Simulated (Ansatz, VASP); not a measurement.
# One calculation of Ti, two programs

```xyz
2
Lattice="2.9401 0.0000 0.0000 -1.4701 2.5462 0.0000 0.0000 0.0000 4.6703" Properties=species:S:1:pos:R:3 pbc="T T T"
Ti    0.0000    1.6975    1.1676
Ti    1.4701    0.8487    3.5027
```

Change from the starting cell: volume scaled by 0.99, crystal datasets.

Alike in both runs: task electric field gradients; functional PBEsol; k mesh 14 × 14 × 8; occupations fermi-dirac, width 0.05 eV; no spin polarisation.

```csv
,VASP,Ansatz
version,VASP 6.6.1,Ansatz 0.2.0
potentials or method,"VASP PAW PBE potentials, release 64 (Ti_sv), cutoff 520 eV","all-electron PAW with datasets made for the crystal, scalar-relativistic"
```

VASP gave:

```
pressure (GPa)                                                : -5.1
traceless stress, the component that is largest in VASP (GPa) : -0.35
size of Vzz on the site where it differs most (V/Å²)          : 17.0
```

Q: Which values does Ansatz return?

A: Pressure (GPa): -4.9; traceless stress, the component that is largest in VASP (GPa): -0.35; size of Vzz on the site where it differs most (V/Å²): 18.6.

VASP's potentials were made for PBE, not for PBEsol. Ansatz ran all-electron here, and VASP with PAW potentials. Ansatz's warnings: printed levels off.
